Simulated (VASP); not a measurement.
# ZrN (Fm-3m) in VASP: a series of runs

ZrN is run at these levels: PBE+D3(BJ); tasks: single point.

All numbers are computed with VASP 6.6.1; they aren't measurements. Logs are shortened: lines on timing, memory, paths and dates and some standing lists are left out, and cuts for length are marked.

### 1 The cell of the first run

Symmetry: Fm-3m, No. 225, cubic system. Conventional cell: a = 4.568 Å, b = 4.568 Å, c = 4.568 Å, α = 90.00°, β = 90.00°, γ = 90.00°. Zr (site symmetry m-3m) has 6 N at 2.28 Å within 3.0 Å. N (site symmetry m-3m) has 6 Zr at 2.28 Å within 3.0 Å.

### 2 Single point, PBE+D3(BJ)

File INCAR:

```
SYSTEM = ZrN
PREC = Accurate
ENCUT = 600
EDIFF = 1E-6
ISMEAR = 0
SIGMA = 0.05
LREAL = .False.
LASPH = .True.
NELM = 120
ALGO = Normal
ISIF = 2
LWAVE = .False.
LCHARG = .False.
GGA = PE
IVDW = 12
NBANDS = 16
GGA_COMPAT = .False.
```

File KPOINTS:

```
Automatic mesh
0
Gamma
  8 8 8
  0 0 0
```

File POSCAR:

```
ZrN
1.0
    0.0000000000      2.2842273067      2.2842273067
    2.2842273067      0.0000000000      2.2842273067
    2.2842273067      2.2842273067      0.0000000000
Zr N
1 1
Direct
    0.5000000000      0.5000000000      0.5000000000
    0.0000000000      0.0000000000      0.0000000000
```

Potentials or basis: VASP PAW PBE potentials, release 64 (Zr_sv, N).

Command:

```
$ cat potpaw_PBE.64/Zr_sv/POTCAR potpaw_PBE.64/N/POTCAR > POTCAR
$ mpirun -np 1 vasp_std > vasp.out
```

OUTCAR:

```text
SYSTEM = ZrN
   PREC = Accurate
   ENCUT = 600
   EDIFF = 1E-6
   ISMEAR = 0
   LREAL = .False.
   LASPH = .True.
   NELM = 120
   ISIF = 2
   GGA = PE
   IVDW = 12
 IVDW          = 12

 ion  position               nearest neighbor table
   1  0.500  0.500  0.500-   2 2.28   2 2.28   2 2.28   2 2.28   2 2.28   2 2.28
   2  0.000  0.000  0.000-   1 2.28   1 2.28   1 2.28   1 2.28   1 2.28   1 2.28

  LATTYP: Found a face centered cubic cell.
 ALAT       =     4.5684546134

  Lattice vectors:

 A1 = (   0.0000000000,   2.2842273067,   2.2842273067)
 A2 = (   2.2842273067,   0.0000000000,   2.2842273067)
 A3 = (   2.2842273067,   2.2842273067,   0.0000000000)

Analysis of symmetry for initial positions (statically):
=====================================================================
 Subroutine PRICEL returns:
 Original cell was already a primitive cell.

 Routine SETGRP: Setting up the symmetry group for a
 face centered cubic supercell.

 Subroutine GETGRP returns: Found 48 space group operations
 (whereof 48 operations were pure point group operations)
 out of a pool of 48 trial point group operations.

The static configuration has the point symmetry O_h .

Analysis of symmetry for dynamics (positions and initial velocities):
=====================================================================
 Subroutine PRICEL returns:
 Original cell was already a primitive cell.

 Routine SETGRP: Setting up the symmetry group for a
 face centered cubic supercell.

 Subroutine GETGRP returns: Found 48 space group operations
 (whereof 48 operations were pure point group operations)
 out of a pool of 48 trial point group operations.

The dynamic configuration has the point symmetry O_h .

 Subroutine INISYM returns: Found 48 space group operations
 (whereof 48 operations are pure point group operations),
 and found     1 'primitive' translations

----------------------------------------------------------------------------------------

                                     Primitive cell

  volume of cell :      23.8368

  direct lattice vectors                    reciprocal lattice vectors
     0.000000000  2.284227307  2.284227307    -0.218892401  0.218892401  0.218892401
     2.284227307  0.000000000  2.284227307     0.218892401 -0.218892401  0.218892401
     2.284227307  2.284227307  0.000000000     0.218892401  0.218892401 -0.218892401

  length of vectors
     3.230385237  3.230385237  3.230385237     0.379132760  0.379132760  0.379132760

  position of ions in fractional coordinates (direct lattice)
     0.500000000  0.500000000  0.500000000
     0.000000000  0.000000000  0.000000000
[... 80 lines left out ...]
   NSW    =      0    number of steps for IOM
   IBRION =     -1    ionic relax: 0-MD 1-quasi-New 2-CG
   NFREE  =      0    steps in history (QN), initial steepest desc. (CG)
   ISIF   =      2    stress and relaxation
   ISYM   =      2    0-nonsym 1-usesym 2-fastsym
   POTIM  = 0.5000    time-step for ionic-motion
   TEBEG  =    0.0;   TEEND  =   0.0 temperature during run
   PSTRESS=    0.0 pullay stress
   NELECT =      17.0000    total number of electrons
   NUPDOWN=      -1.0000    fix difference up-down
   EMIN   =  10.00;   EMAX   =-10.00  energy-range for DOS
   EFERMI =   0.00;   METHOD = LEGACY
   ISMEAR =     0;   SIGMA  =   0.05  broadening in eV -4-tet -1-fermi 0-gaus
   EFERMI_NEDOS =   21; number of points for ismear=-14 and -15
   IALGO  =     38    algorithm
   IMIX   =      4    mixing-type and parameters
     AMIX     =   0.40;   BMIX     =  1.00
     AMIX_MAG =   1.60;   BMIX_MAG =  1.00
  volume/ion in A,a.u.               =      11.92        80.43
  Fermi-wavevector in a.u.,A,eV,Ry     =   1.462655  2.764017 29.107744  2.139359
  Thomas-Fermi vector in A             =   2.578842
   LORBIT       =      0    0 simple, 1 ext, 2 COOP (PROOUT), +10 PAW based schemes
   GGA     = PE    functional components
   LHFCALC =     F    Hartree Fock is set to
   AEXX    =    0.0000 exact exchange contribution
   IVDW    =    12    specifies the selected vdW correction
   LEPSILON=     F    determine dielectric tensor
   LRPA    =     F    only Hartree local field effects (RPA)
 non-spin polarized calculation
 Gauss-broadening in eV      SIGMA  =   0.05
  energy-cutoff  :      600.00
  volume of cell :       23.84
 maximum number of plane-waves:       821
 NGX is ok and might be reduce to    28
   NGX = 13   NGY = 13   NGZ = 13

 number of electron      17.0000000 magnetization

 Free energy of the ion-electron system (eV)
  ---------------------------------------------------
  ext. energy  EPLUGINS =         0.00000000
  ---------------------------------------------------
  free energy    TOTEN  =       -20.34565658 eV

  energy without entropy =      -20.34382288  energy(sigma->0) =      -20.34473973

 E-fermi :  12.1140     XC(G=0): -12.5609

 val. band max:       12.0682104797   @ k =   0.1250   0.0000   0.0000
 cond. band min:      12.1402876315   @ k =   0.3750   0.1250   0.0000
 fundamental gap:      0.0720771518
 Fermi energy:        12.1139553478

 k-point     1 :       0.0000    0.0000    0.0000
  band No.  band energies     occupation
      1     -37.4651      2.00000
      2     -15.0742      2.00000
      3     -15.0742      2.00000
      4     -15.0742      2.00000
      5      -4.2007      2.00000
      6       9.4497      2.00000
[... 433 lines left out ...]
      3     -15.4649      2.00000
      4     -15.2729      2.00000
      5      -2.5394      2.00000
      6       5.4253      2.00000
[... 8 lines left out ...]
     15      23.9588      0.00000
     16      25.1937      0.00000

 [... further k-points ...]

------------------------ aborting loop because EDIFF is reached ----------------------------------------

 Edisp (eV)   -0.86165

 E8    (eV) :    -0.3928

  FORCE on cell =-STRESS in cart. coord.  units (eV):
  Direction    XX          YY          ZZ          XY          YZ          ZX
  --------------------------------------------------------------------------------------
  -------------------------------------------------------------------------------------
  Total      -0.18252    -0.18252    -0.18252     0.00000     0.00000     0.00000
  in kB     -12.26774   -12.26774   -12.26774     0.00000     0.00000     0.00000
  external pressure =      -12.27 kB  Pullay stress =        0.00 kB

 VOLUME and BASIS-vectors are now :
 -----------------------------------------------------------------------------
  energy-cutoff  :      600.00
  volume of cell :       23.84
      direct lattice vectors                 reciprocal lattice vectors
     0.000000000  2.284227307  2.284227307    -0.218892401  0.218892401  0.218892401
     2.284227307  0.000000000  2.284227307     0.218892401 -0.218892401  0.218892401
     2.284227307  2.284227307  0.000000000     0.218892401  0.218892401 -0.218892401

 POSITION                                       TOTAL-FORCE (eV/Angst)
 -----------------------------------------------------------------------------------
      2.28423      2.28423      2.28423         0.000000     -0.000000      0.000000
      0.00000      0.00000      0.00000        -0.000000      0.000000     -0.000000
 -----------------------------------------------------------------------------------
    total drift:                                0.000000      0.000000      0.000000

  FREE ENERGIE OF THE ION-ELECTRON SYSTEM (eV)
  ---------------------------------------------------
  free  energy   TOTEN  =       -21.2073085972 eV

  energy  without entropy=      -21.2054749001  energy(sigma->0) =      -21.20639175
```

Wall time 7.7 s (1 thread of Intel Xeon 6975P-C (Granite Rapids), shared host); peak memory 0.17 GiB.

Results:

```
Free energy                : -21.2073 eV
Pressure                   : -1.2 GPa
Dispersion energy per atom : -0.431 eV
```

Levels at points of the mesh, in eV from the Fermi level:
| k point | band 5 | band 6 | band 7 | band 8 | band 9 | band 10 | band 11 | band 12 | band 13 | band 14 |
| --- | --- | --- | --- | --- | --- | --- | --- | --- | --- | --- |
| (0.00, 0.00, 0.00) | -16.31 | -2.66 | -2.66 | -2.66 | -0.41 | -0.41 | -0.41 | 1.60 | 1.60 | 2.98 |
| (0.50, 0.00, 0.00) | -14.06 | -7.71 | -5.74 | -5.74 | 3.06 | 3.12 | 3.12 | 4.80 | 7.83 | 7.83 |
| (0.50, 0.50, 0.00) | -15.79 | -4.55 | -3.53 | -3.16 | -3.16 | 3.41 | 4.59 | 4.59 | 5.06 | 9.13 |

Caveat: pairwise dispersion overbinds metals, which lowers pressure and volume.

### 3 Single point, PBE+D3(BJ)

This run uses another cell than the first one, of 11.81 Å³/atom, 0.991 times its volume.

File INCAR:

```
SYSTEM = ZrN
  ALGO = Normal
  EDIFF = 1E-6
  ENCUT = 600
  GGA = PE
  GGA_COMPAT = .False.
  ISIF = 2
  ISMEAR = 0
  IVDW = 12
  LASPH = .True.
  LCHARG = .False.
  LREAL = .False.
  LWAVE = .False.
  NBANDS = 16
  NELM = 120
  PREC = Accurate
  SIGMA = 0.05
```

File KPOINTS:

```
k-points
0
Gamma
  8 8 8
  0 0 0
```

File POSCAR:

```
ZrN
1.0
    0.0000000000      2.2771408581      2.2771408581
    2.2771408581      0.0000000000      2.2771408581
    2.2771408581      2.2771408581      0.0000000000
Zr N
1 1
Direct
    0.5000000000      0.5000000000      0.5000000000
    0.0000000000      0.0000000000      0.0000000000
```

Potentials or basis: VASP PAW PBE potentials, release 64 (Zr_sv, N).

Command:

```
$ cat potpaw_PBE.64/Zr_sv/POTCAR potpaw_PBE.64/N/POTCAR > POTCAR
$ mpirun -np 1 vasp_std > vasp.out
```

Wall time 7.4 s (1 thread of Intel Xeon 6975P-C (Granite Rapids), shared host); peak memory 0.17 GiB.

The run converged. Its results:

```yaml
Free_energy: -21.2070 eV
Pressure: 1.2 GPa
Dispersion_energy_per_atom: -0.435 eV
```

Levels at points of the mesh, in eV from the Fermi level:
```tsv
k point	band 7	band 8	band 9	band 10	band 11	band 12
(0.00, 0.00, 0.00)	-2.68	-2.68	-0.42	-0.42	-0.42	1.62
(0.50, 0.00, 0.00)	-5.79	-5.79	3.10	3.17	3.17	4.84
(0.50, 0.50, 0.00)	-3.57	-3.16	-3.16	3.46	4.66	4.66
```

Caveat: pairwise dispersion overbinds metals, which lowers pressure and volume.

### 4 Single point, PBE+D3(BJ)

This run uses another cell than the first one, of 11.85 Å³/atom, 0.995 times its volume.

File INCAR:

```
PREC     = Accurate       # precision mode
ENCUT    = 600            # plane-wave cutoff, eV
EDIFF    = 1E-6           # SCF threshold, eV
ISMEAR   = 0              # smearing method
SIGMA    = 0.05           # smearing width, eV
LREAL    = F              # projectors in reciprocal space
LASPH    = T              # aspherical terms in the spheres
NELM     = 120            # most SCF steps
ALGO     = Normal         # electronic algorithm
ISIF     = 2              # what is computed and relaxed
LWAVE    = F              # write WAVECAR
LCHARG   = F              # write CHGCAR
GGA      = PE             # functional
IVDW     = 12             # dispersion correction
NBANDS   = 16             # bands
GGA_COMPAT= F
```

File KPOINTS:

```
regular mesh
0
Gamma
  8 8 8
```

File POSCAR:

```
ZrN
1.0
    0.0000000000      2.2801458807      2.2801458807
    2.2801458807      0.0000000000      2.2801458807
    2.2801458807      2.2801458807      0.0000000000
Zr N
1 1
Direct
    0.5000000000      0.5000000000      0.5000000000
    0.0000000000      0.0000000000      0.0000000000
```

Potentials or basis: VASP PAW PBE potentials, release 64 (Zr_sv, N).

Command:

```
$ cat potpaw_PBE.64/Zr_sv/POTCAR potpaw_PBE.64/N/POTCAR > POTCAR
$ mpirun -np 1 vasp_std > vasp.out
```

OUTCAR:

```text
PREC = Accurate
   ENCUT = 600
   EDIFF = 1E-6
   ISMEAR = 0
   LREAL = F
   LASPH = T
   NELM = 120
   ISIF = 2
   GGA = PE
   IVDW = 12
 IVDW          = 12

 ion  position               nearest neighbor table
   1  0.500  0.500  0.500-   2 2.28   2 2.28   2 2.28   2 2.28   2 2.28   2 2.28
   2  0.000  0.000  0.000-   1 2.28   1 2.28   1 2.28   1 2.28   1 2.28   1 2.28

  LATTYP: Found a face centered cubic cell.
 ALAT       =     4.5602917614

  Lattice vectors:

 A1 = (   0.0000000000,   2.2801458807,   2.2801458807)
 A2 = (   2.2801458807,   0.0000000000,   2.2801458807)
 A3 = (   2.2801458807,   2.2801458807,   0.0000000000)

Analysis of symmetry for initial positions (statically):
=====================================================================
 Subroutine PRICEL returns:
 Original cell was already a primitive cell.

 Routine SETGRP: Setting up the symmetry group for a
 face centered cubic supercell.

 Subroutine GETGRP returns: Found 48 space group operations
 (whereof 48 operations were pure point group operations)
 out of a pool of 48 trial point group operations.

[... 161 lines left out ...]
  energy without entropy =      -20.33921994  energy(sigma->0) =      -20.34013661

 E-fermi :  12.1845     XC(G=0): -12.5891

 val. band max:       12.1387848031   @ k =   0.1250   0.0000   0.0000
 cond. band min:      12.2107679135   @ k =   0.3750   0.1250   0.0000
 fundamental gap:      0.0719831105
 Fermi energy:        12.1844993082

 k-point     1 :       0.0000    0.0000    0.0000
  band No.  band energies     occupation
      1     -37.3807      2.00000
      2     -14.9841      2.00000
      3     -14.9841      2.00000
      4     -14.9841      2.00000
      5      -4.1533      2.00000
      6       9.5125      2.00000
[... 433 lines left out ...]
      3     -15.3820      2.00000
      4     -15.1863      2.00000
      5      -2.4783      2.00000
      6       5.4746      2.00000
[... 8 lines left out ...]
     15      24.1010      0.00000
     16      25.3290      0.00000

 [... further k-points ...]

------------------------ aborting loop because EDIFF is reached ----------------------------------------

 Edisp (eV)   -0.86650

 E8    (eV) :    -0.3950

  FORCE on cell =-STRESS in cart. coord.  units (eV):
  Direction    XX          YY          ZZ          XY          YZ          ZX
  --------------------------------------------------------------------------------------
  -------------------------------------------------------------------------------------
  Total       0.02506     0.02506     0.02506     0.00000     0.00000     0.00000
  in kB       1.69371     1.69371     1.69371     0.00000     0.00000     0.00000
  external pressure =        1.69 kB  Pullay stress =        0.00 kB

 VOLUME and BASIS-vectors are now :
 -----------------------------------------------------------------------------
  energy-cutoff  :      600.00
  volume of cell :       23.71
      direct lattice vectors                 reciprocal lattice vectors
     0.000000000  2.280145881  2.280145881    -0.219284215  0.219284215  0.219284215
     2.280145881  0.000000000  2.280145881     0.219284215 -0.219284215  0.219284215
     2.280145881  2.280145881  0.000000000     0.219284215  0.219284215 -0.219284215

 POSITION                                       TOTAL-FORCE (eV/Angst)
 -----------------------------------------------------------------------------------
      2.28015      2.28015      2.28015         0.000000      0.000000      0.000000
      0.00000      0.00000      0.00000        -0.000000     -0.000000     -0.000000
 -----------------------------------------------------------------------------------
    total drift:                                0.000000      0.000000      0.000000

  FREE ENERGIE OF THE ION-ELECTRON SYSTEM (eV)
  ---------------------------------------------------
  free  energy   TOTEN  =       -21.2075553800 eV

  energy  without entropy=      -21.2057220487  energy(sigma->0) =      -21.20663871
```

stdout:

```text
POSCAR found type information on POSCAR ZrN
 POSCAR found :  2 types and       2 ions
 scaLAPACK will be used
 LDA part: xc-table for (Slater+PW92), standard interpolation
 POSCAR, INCAR and KPOINTS ok, starting setup
 FFT: planning ... GRIDC
 FFT: planning ... GRID_SOFT
 FFT: planning ... GRID
 WAVECAR not read
 entering main loop
```

It took 8.7 s on 1 thread of Intel Xeon 6975P-C (Granite Rapids), shared host; peak memory 0.17 GiB.

What came out:

| Item | Value |
| --- | --- |
| Free energy | -21.2076 eV |
| Pressure | 0.2 GPa |
| Dispersion energy per atom | -0.433 eV |

Levels at points of the mesh, in eV from the Fermi level:
| k point | band 6 | band 7 | band 8 | band 9 | band 10 | band 11 | band 12 | band 13 |
| --- | --- | --- | --- | --- | --- | --- | --- | --- |
| (0.00, 0.00, 0.00) | -2.67 | -2.67 | -2.67 | -0.42 | -0.42 | -0.42 | 1.61 | 1.61 |
| (0.50, 0.00, 0.00) | -7.74 | -5.77 | -5.77 | 3.09 | 3.15 | 3.15 | 4.82 | 7.89 |
| (0.50, 0.50, 0.00) | -4.55 | -3.56 | -3.16 | -3.16 | 3.44 | 4.63 | 4.63 | 5.11 |

Caveat: pairwise dispersion overbinds metals, which lowers pressure and volume.

(Continued in part 2 of 2.)
